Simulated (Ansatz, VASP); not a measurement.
One calculation of Si2Br, two programs

```
Si Br
1.0
     3.99161    0.00000    0.00000
    -1.99581    3.45684    0.00000
     0.00000    0.00000    4.95368
Si Br
2 1
Cartesian
  0.0000 2.3046 2.4768
  1.9958 1.1523 2.4768
  0.0000 0.0000 0.0000
```

Alike in both runs: functional PBE; k mesh 12 × 12 × 16; occupations gaussian, width 0.1 eV; no spin polarisation.

Ansatz relaxed the structure, and its values are those at the end. VASP's run is a single point on that final structure, the one shown.

|  | VASP | Ansatz |
| --- | --- | --- |
| version | VASP 6.6.1 | Ansatz 0.2.0 |
| potentials or method | VASP PAW PBE potentials, release 64 (Si, Br), cutoff 520 eV | scalar-relativistic, plane waves, PAW |
| valence electrons in the cell | 15 | 15 |

```tsv
	VASP	Ansatz	Ansatz less VASP
gap on the k mesh at the Fermi level (eV)	none	none	-
pressure (GPa)	0.0	0.0	+0.04
```

A gap of «none» marks a metal or a gap that the smearing closes.
